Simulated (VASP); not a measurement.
# Pt (P6_3/mmc) in VASP: notebook

The runs below take Pt through single point, relaxation of cell and atoms, with PBEsol.

Program: VASP 6.6.1. These are calculated values, not measurements. Logs are shortened: lines on timing, memory, paths and dates and some standing lists are left out, and cuts for length are marked.

### 1 The cell of the first run

The structure is hexagonal, space group P6_3/mmc (No. 194). Conventional cell: a = 2.755 Å, b = 2.755 Å, c = 9.187 Å, α = 90.00°, β = 90.00°, γ = 120.00°. Pt (site symmetry -3m) has 12 Pt at 2.75 to 2.79 Å within 3.6 Å. Pt (site symmetry -6m2) has 12 Pt at 2.75 to 2.79 Å within 3.6 Å.

### 2 Single point, PBEsol

INCAR reads:

```
  PREC = Accurate
  ENCUT = 520
  EDIFF = 1E-6
  ISMEAR = -1
  SIGMA = 0.1
  LREAL = False
  LASPH = True
  NELM = 100
  ALGO = Normal
  ISIF = 2
  LWAVE = False
  LCHARG = False
  GGA = PS
  NBANDS = 28
```

KPOINTS reads:

```
Automatic mesh
0
Gamma
  15 15 4
```

POSCAR reads:

```
Pt
1.0
    2.7549920221      0.0000000000      0.0000000000
   -1.3774960110      2.3858930783      0.0000000000
    0.0000000000      0.0000000000      9.1869085749
Pt
4
Direct
    1.0000000000      0.0000000000      0.0000000000
    1.0000000000      0.0000000000      0.5000000000
    0.3333333333      0.6666666667      0.2500000000
    0.6666666667      0.3333333333      0.7500000000
```

Potentials or basis: VASP PAW PBE potentials, release 64 (Pt).

Command:

```
> cat potpaw_PBE.64/Pt/POTCAR > POTCAR
> mpirun -np 1 vasp_std > vasp.out
```

OUTCAR:

```text
PREC = Accurate
   ENCUT = 520
   EDIFF = 1E-6
   ISMEAR = -1
   LREAL = False
   LASPH = True
   NELM = 100
   ISIF = 2
   GGA = PS

 ion  position               nearest neighbor table
   1  0.000  0.000  0.000-   3 2.79   4 2.79   3 2.79   4 2.79   4 2.79   3 2.79
   2  0.000  0.000  0.500-   3 2.79   4 2.79   3 2.79   4 2.79   4 2.79   3 2.79
   3  0.333  0.667  0.250-   1 2.79   2 2.79   1 2.79   2 2.79   1 2.79   2 2.79
   4  0.667  0.333  0.750-   1 2.79   2 2.79   1 2.79   2 2.79   1 2.79   2 2.79

  LATTYP: Found a hexagonal cell.
 ALAT       =     2.7549920221
 C/A-ratio  =     3.3346407181

  Lattice vectors:

 A1 = (   2.7549920221,   0.0000000000,   0.0000000000)
 A2 = (  -1.3774960110,   2.3858930783,   0.0000000000)
 A3 = (   0.0000000000,   0.0000000000,   9.1869085749)

Analysis of symmetry for initial positions (statically):
=====================================================================
 Subroutine PRICEL returns:
 Original cell was already a primitive cell.

 Routine SETGRP: Setting up the symmetry group for a
 hexagonal supercell.

 Subroutine GETGRP returns: Found 24 space group operations
 (whereof 12 operations were pure point group operations)
 out of a pool of 24 trial point group operations.

The static configuration has the point symmetry D_3d.
 The point group associated with its full space group is D_6h.

Analysis of symmetry for dynamics (positions and initial velocities):
=====================================================================
 Subroutine PRICEL returns:
 Original cell was already a primitive cell.

 Routine SETGRP: Setting up the symmetry group for a
 hexagonal supercell.

 Subroutine GETGRP returns: Found 24 space group operations
 (whereof 12 operations were pure point group operations)
 out of a pool of 24 trial point group operations.

The dynamic configuration has the point symmetry D_3d.
 The point group associated with its full space group is D_6h.

 Subroutine INISYM returns: Found 24 space group operations
 (whereof 12 operations are pure point group operations),
 and found     1 'primitive' translations

----------------------------------------------------------------------------------------

                                     Primitive cell

  volume of cell :      60.3866

  direct lattice vectors                    reciprocal lattice vectors
     2.754992022  0.000000000  0.000000000     0.362977458  0.209565133  0.000000000
    -1.377496011  2.385893078  0.000000000     0.000000000  0.419130266  0.000000000
     0.000000000  0.000000000  9.186908575     0.000000000  0.000000000  0.108850544

  length of vectors
     2.754992022  2.754992022  9.186908575     0.419130266  0.419130266  0.108850544

  position of ions in fractional coordinates (direct lattice)
     0.000000000  0.000000000  0.000000000
     0.000000000  0.000000000  0.500000000
     0.333333333  0.666666667  0.250000000
     0.666666667  0.333333333  0.750000000

  ion indices of the primitive-cell ions
   primitive index   ion index
                 1           1
                 2           2
                 3           3
                 4           4

----------------------------------------------------------------------------------------

 KPOINTS: Automatic mesh

Automatic generation of k-mesh.
 Grid dimensions read from file:
 generate k-points for:   15   15    4

 Generating k-lattice:

  Cartesian coordinates                     Fractional coordinates (reciprocal lattice)
     0.024198497  0.013971009  0.000000000     0.066666667  0.000000000  0.000000000
     0.000000000  0.027942018  0.000000000     0.000000000  0.066666667  0.000000000
     0.000000000  0.000000000  0.027212636     0.000000000  0.000000000  0.250000000

  Length of vectors
     0.027942018  0.027942018  0.027212636

  Shift w.r.t. Gamma in fractional coordinates (k-lattice)
     0.000000000  0.000000000  0.000000000

 Subroutine IBZKPT returns following result:
 ===========================================

 Found     81 irreducible k-points:

 Following reciprocal coordinates:
            Coordinates               Weight
  0.000000  0.000000  0.000000      1.000000
  0.066667 -0.000000  0.000000      6.000000
  0.133333 -0.000000  0.000000      6.000000
  0.200000 -0.000000  0.000000      6.000000
  0.266667 -0.000000  0.000000      6.000000
  0.333333  0.000000  0.000000      6.000000
[... 16 lines left out ...]
  0.333333  0.200000  0.000000     12.000000
  0.400000  0.200000  0.000000      6.000000
 [... further k-points ...]
   k-points           NKPTS =     81   k-points in BZ     NKDIM =     81   number of bands    NBANDS=     28
   number of dos      NEDOS =    301   number of ions     NIONS =      4
   total plane-waves  NPLWV =  28000
   dimension x,y,z NGX =    20 NGY =   20 NGZ =   70
   dimension x,y,z NGXF=    40 NGYF=   40 NGZF=  140
   ions per type =               4
   NGX,Y,Z   is equivalent  to a cutoff of  12.07, 12.07, 12.67 a.u.
   NGXF,Y,Z  is equivalent  to a cutoff of  24.14, 24.14, 25.33 a.u.
 SYSTEM =  unknown system
   PREC   = accura    normal or accurate (medium, high low for compatibility)
   ISTART =      0    job   : 0-new  1-cont  2-samecut
   ICHARG =      2    charge: 1-file 2-atom 10-const
   ISPIN  =      1    spin polarized calculation?
   LNONCOLLINEAR =      F non collinear calculations
   LSORBIT =      F    spin-orbit coupling
   LASPH  =      T    aspherical Exc in radial PAW
   ENCUT  =  520.0 eV  38.22 Ry    6.18 a.u.   5.12  5.12 17.08*2*pi/ulx,y,z
   NELM   =    100;   NELMIN=  2; NELMDL= -5     # of ELM steps
   EDIFF  = 0.1E-05   stopping-criterion for ELM
   LREAL  =      F    real-space projection
   EDIFFG = 0.1E-04   stopping-criterion for IOM
   NSW    =      0    number of steps for IOM
   IBRION =     -1    ionic relax: 0-MD 1-quasi-New 2-CG
   NFREE  =      0    steps in history (QN), initial steepest desc. (CG)
   ISIF   =      2    stress and relaxation
   ISYM   =      2    0-nonsym 1-usesym 2-fastsym
   POTIM  = 0.5000    time-step for ionic-motion
   TEBEG  =    0.0;   TEEND  =   0.0 temperature during run
   PSTRESS=    0.0 pullay stress
   NELECT =      40.0000    total number of electrons
   NUPDOWN=      -1.0000    fix difference up-down
   EMIN   =  10.00;   EMAX   =-10.00  energy-range for DOS
   EFERMI =   0.00;   METHOD = LEGACY
   ISMEAR =    -1;   SIGMA  =   0.10  broadening in eV -4-tet -1-fermi 0-gaus
   EFERMI_NEDOS =   21; number of points for ismear=-14 and -15
   IALGO  =     38    algorithm
   IMIX   =      4    mixing-type and parameters
     AMIX     =   0.40;   BMIX     =  1.00
     AMIX_MAG =   1.60;   BMIX_MAG =  1.00
  volume/ion in A,a.u.               =      15.10       101.88
  Fermi-wavevector in a.u.,A,eV,Ry     =   1.427079  2.696788 27.708994  2.036554
  Thomas-Fermi vector in A             =   2.547287
   LORBIT       =      0    0 simple, 1 ext, 2 COOP (PROOUT), +10 PAW based schemes
   GGA     = PS    functional components
   LHFCALC =     F    Hartree Fock is set to
   AEXX    =    0.0000 exact exchange contribution
   IVDW    =     0    specifies the selected vdW correction
   LEPSILON=     F    determine dielectric tensor
   LRPA    =     F    only Hartree local field effects (RPA)
 non-spin polarized calculation
  energy-cutoff  :      520.00
  volume of cell :       60.39
 maximum number of plane-waves:      1644
   NGX = 11   NGY = 11   NGZ = 35

 number of electron      40.0000006 magnetization

 Free energy of the ion-electron system (eV)
  ---------------------------------------------------
  ext. energy  EPLUGINS =         0.00000000
  ---------------------------------------------------
  free energy    TOTEN  =       -27.83973820 eV

  energy without entropy =      -27.61848377  energy(sigma->0) =      -27.72911099

 E-fermi :  11.0939     XC(G=0): -13.6208

 val. band max:       11.0853423149   @ k =   0.3333   0.0667   0.2500
 cond. band min:      11.0942970415   @ k =   0.2000   0.2000   0.0000
 fundamental gap:      0.0089547266
 Fermi energy:        11.0939153957

 k-point     1 :       0.0000    0.0000    0.0000
  band No.  band energies     occupation
      1       0.7913      2.00000
      2       2.7553      2.00000
      3       2.7591      2.00000
      4       3.6518      2.00000
      5       6.8547      2.00000
      6       6.9050      2.00000
[... 20 lines left out ...]
     27      24.2357      0.00000
     28      25.5867      0.00000

 k-point     2 :       0.0667   -0.0000    0.0000
  band No.  band energies     occupation
      1       0.9535      2.00000
      2       2.9105      2.00000
      3       2.9142      2.00000
      4       3.7982      2.00000
      5       6.6854      2.00000
      6       6.8147      2.00000
[... 20 lines left out ...]
     27      24.2888      0.00000
     28      25.8442      0.00000

 k-point     3 :       0.1333   -0.0000    0.0000
  band No.  band energies     occupation
      1       1.4228      2.00000
      2       3.3389      2.00000
      3       3.3424      2.00000
      4       4.1998      2.00000
      5       6.3401      2.00000
      6       6.5868      2.00000
[... 20 lines left out ...]
     27      24.4016      0.00000
     28      26.4965      0.00000

 k-point     4 :       0.2000   -0.0000    0.0000
  band No.  band energies     occupation
      1       2.1398      2.00000
      2       3.8900      2.00000
      3       3.8937      2.00000
      4       4.7015      2.00000
      5       6.0150      2.00000
      6       6.2913      2.00000
[... 578 lines left out ...]
     27      19.6336      0.00000
     28      20.9422      0.00000

 k-point    23 :       0.3333    0.2000    0.0000
  band No.  band energies     occupation
      1       4.6486      2.00000
      2       4.6869      2.00000
      3       5.2647      2.00000
      4       5.6576      2.00000
      5       5.7115      2.00000
      6       5.8685      2.00000
[... 20 lines left out ...]
     27      19.1007      0.00000
     28      20.1006      0.00000

 k-point    24 :       0.4000    0.2000    0.0000
  band No.  band energies     occupation
      1       4.6315      2.00000
      2       4.6330      2.00000
      3       5.2001      2.00000
      4       5.7882      2.00000
      5       5.8433      2.00000
      6       5.9834      2.00000
[... 20 lines left out ...]
     27      18.9052      0.00000
     28      20.4354      0.00000

 [... further k-points ...]

------------------------ aborting loop because EDIFF is reached ----------------------------------------

  FORCE on cell =-STRESS in cart. coord.  units (eV):
  Direction    XX          YY          ZZ          XY          YZ          ZX
  --------------------------------------------------------------------------------------
  -------------------------------------------------------------------------------------
  Total       -0.1961233     -0.1961233     -0.0844073     -0.0000000      0.0000000      0.0000000
  in kB       -5.2035423     -5.2035423     -2.2394945     -0.0000000      0.0000000      0.0000000
  external PRESSURE =      -4.2155263 kB  Pullay stress =       0.0000000 kB

 VOLUME and BASIS-vectors are now :
 -----------------------------------------------------------------------------
  energy-cutoff  :      520.00
  volume of cell :       60.39
      direct lattice vectors                 reciprocal lattice vectors
     2.754992022  0.000000000  0.000000000     0.362977458  0.209565133  0.000000000
    -1.377496011  2.385893078  0.000000000     0.000000000  0.419130266  0.000000000
     0.000000000  0.000000000  9.186908575     0.000000000  0.000000000  0.108850544

 POSITION                                       TOTAL-FORCE (eV/Angst)
 -----------------------------------------------------------------------------------
      0.00000      0.00000      0.00000        -0.000000      0.000000     -0.000000
      0.00000      0.00000      4.59345        -0.000000      0.000000     -0.000000
     -0.00000      1.59060      2.29673         0.000000     -0.000000      0.000000
      1.37750      0.79530      6.89018        -0.000000      0.000000     -0.000000
 -----------------------------------------------------------------------------------
    total drift:                                0.000000     -0.000000      0.000000

  FREE ENERGIE OF THE ION-ELECTRON SYSTEM (eV)
  ---------------------------------------------------
  free  energy   TOTEN  =       -27.8397382043 eV

  energy  without entropy=      -27.6184837687  energy(sigma->0) =      -27.72911099
```

Wall time 44 s (1 thread of Intel Xeon 6975P-C (Granite Rapids), shared host); peak memory 0.23 GiB.

What came out:

```yaml
Free_energy: -27.8397 eV
Pressure: -0.4 GPa
Band_gap_on_the_k_mesh: zero (band 20 reaches 11.47 eV, above the bottom of band 21 at 10.12 eV)
```

Caveat: the PAW data sets were made with another functional, which shifts forces and pressure a little; spin-orbit coupling is left out, which moves the levels of the heavy elements.

### 3 Single point, PBEsol (volume scaled by 1.04)

INCAR reads:

```
SYSTEM = Pt
  ALGO = Normal
  EDIFF = 1E-6
  ENCUT = 520
  GGA = PS
  ISIF = 2
  ISMEAR = -1
  LASPH = .TRUE.
  LCHARG = .FALSE.
  LREAL = .FALSE.
  LWAVE = .FALSE.
  NBANDS = 28
  NELM = 80
  PREC = Accurate
  SIGMA = 0.1
```

KPOINTS reads:

```
k-points
0
G
  15 15 4
  0 0 0
```

POSCAR reads:

```
Pt
1.0
    2.7912460746      0.0000000000      0.0000000000
   -1.3956230373      2.4172900088      0.0000000000
    0.0000000000      0.0000000000      9.3078028147
Pt
4
Direct
    1.0000000000      0.0000000000      0.0000000000
    1.0000000000      0.0000000000      0.5000000000
    0.3333333333      0.6666666667      0.2500000000
    0.6666666667      0.3333333333      0.7500000000
```

Potentials or basis: VASP PAW PBE potentials, release 64 (Pt).

Command:

```
> cat potpaw_PBE.64/Pt/POTCAR > POTCAR
> mpirun -np 1 vasp_std > vasp.out
```

Wall time 50 s (1 thread of Intel Xeon 6975P-C (Granite Rapids), shared host); peak memory 0.25 GiB.

It converged, with:

```
Free energy            : -27.7571 eV
Pressure               : -10.4 GPa
Band gap on the k mesh : zero (band 20 reaches 10.70 eV, above the bottom of band 21 at 9.44 eV)
```

Stress tensor (GPa, compression positive):
```
-10.60   0.00   0.00
  0.00 -10.60   0.00
  0.00   0.00  -9.97
```

Levels at points of the mesh, in eV from the Fermi level:
| k point | band 17 | band 18 | band 19 | band 20 | band 21 | band 22 | band 23 | band 24 |
| --- | --- | --- | --- | --- | --- | --- | --- | --- |
| (0.00, 0.00, 0.00) | -1.87 | -1.29 | -1.29 | -0.86 | -0.86 | -0.56 | -0.12 | -0.12 |
| (0.00, 0.00, 0.50) | -1.60 | -1.60 | -1.60 | -1.60 | -0.44 | -0.44 | -0.44 | -0.44 |

Caveat: the PAW data sets were made with another functional, which shifts forces and pressure a little; spin-orbit coupling is left out, which moves the levels of the heavy elements.

### 4 Single point, PBEsol (volume scaled by 1.08)

INCAR reads:

```
ALGO = Normal
EDIFF = 1E-7
ENCUT = 520
GGA = PS
ISIF = 2
ISMEAR = -1
LASPH = True
LCHARG = True
LELF = True
LREAL = False
LVHAR = True
LWAVE = False
NBANDS = 28
NELM = 80
PREC = Accurate
SIGMA = 0.1
```

KPOINTS reads:

```
k-points
0
Gamma
  15 15 4
```

POSCAR reads:

```
Pt
1.0
    2.8265820546      0.0000000000      0.0000000000
   -1.4132910273      2.4478918652      0.0000000000
    0.0000000000      0.0000000000      9.4256356125
Pt
4
Direct
    1.0000000000      0.0000000000      0.0000000000
    1.0000000000      0.0000000000      0.5000000000
    0.3333333333      0.6666666667      0.2500000000
    0.6666666667      0.3333333333      0.7500000000
```

Command:

```
> cat potpaw_PBE.64/Pt/POTCAR > POTCAR
> mpirun -np 1 vasp_std > vasp.out
```

Wall time 53 s (1 thread of Intel Xeon 6975P-C (Granite Rapids), shared host); peak memory 0.25 GiB.

It converged, with:

```
Free energy            : -27.5422 eV
Pressure               : -18.0 GPa
Band gap on the k mesh : zero (band 20 reaches 9.98 eV, above the bottom of band 21 at 8.81 eV)
```

Stress tensor (GPa, compression positive):
```
-18.34   0.00   0.00
  0.00 -18.34   0.00
  0.00   0.00 -17.45
```

Levels at points of the mesh, in eV from the Fermi level:
| k point | band 16 | band 17 | band 18 | band 19 | band 20 | band 21 | band 22 | band 23 | band 24 | band 25 |
| --- | --- | --- | --- | --- | --- | --- | --- | --- | --- | --- |
| (0.00, 0.00, 0.00) | -1.75 | -1.75 | -1.21 | -1.21 | -0.81 | -0.81 | -0.40 | -0.12 | -0.12 | 4.92 |
| (0.00, 0.00, 0.50) | -2.27 | -1.50 | -1.50 | -1.50 | -1.50 | -0.41 | -0.41 | -0.41 | -0.41 | 7.81 |

Caveat: the PAW data sets were made with another functional, which shifts forces and pressure a little; spin-orbit coupling is left out, which moves the levels of the heavy elements.

### 5 Single point, PBEsol (volume scaled by 1.12)

INCAR reads:

```
SYSTEM = Pt
  PREC = Accurate
  ENCUT = 520
  EDIFF = 1E-7
  ISMEAR = -1
  SIGMA = 0.1
  LREAL = .False.
  LASPH = .True.
  NELM = 60
  ALGO = Normal
  ISIF = 2
  LWAVE = .False.
  LCHARG = .False.
  GGA = PS
  NBANDS = 28
```

KPOINTS reads:

```
Automatic mesh
0
Gamma
  15 15 4
  0 0 0
```

POSCAR reads:

```
Pt
1.0
    2.8610559650      0.0000000000      0.0000000000
   -1.4305279825      2.4777471474      0.0000000000
    0.0000000000      0.0000000000      9.5405937179
Pt
4
Direct
    1.0000000000      0.0000000000      0.0000000000
    1.0000000000      0.0000000000      0.5000000000
    0.3333333333      0.6666666667      0.2500000000
    0.6666666667      0.3333333333      0.7500000000
```

Command:

```
> cat potpaw_PBE.64/Pt/POTCAR > POTCAR
> mpirun -np 1 vasp_std > vasp.out
```

Wall time 53 s (1 thread of Intel Xeon 6975P-C (Granite Rapids), shared host); peak memory 0.26 GiB.

It converged, with:

* Free energy: -27.2261 eV
* Pressure: -23.9 GPa
* Band gap on the k mesh: zero (band 20 reaches 9.33 eV, above the bottom of band 21 at 8.23 eV)

Stress tensor (GPa, compression positive):
```
-24.25   0.00   0.00
  0.00 -24.25   0.00
  0.00   0.00 -23.15
```

Levels at points of the mesh, in eV from the Fermi level:
```
           k point  band 16  band 17  band 18  band 19  band 20  band 21  band 22  band 23  band 24  band 25
(0.00, 0.00, 0.00)    -1.65    -1.65    -1.14    -1.14    -0.77    -0.77    -0.25    -0.11    -0.11     4.69
(0.00, 0.00, 0.50)    -2.10    -1.42    -1.42    -1.42    -1.42    -0.39    -0.39    -0.39    -0.39     7.57
```

Caveat: the PAW data sets were made with another functional, which shifts forces and pressure a little; spin-orbit coupling is left out, which moves the levels of the heavy elements.

(Continued in part 2 of 2.)
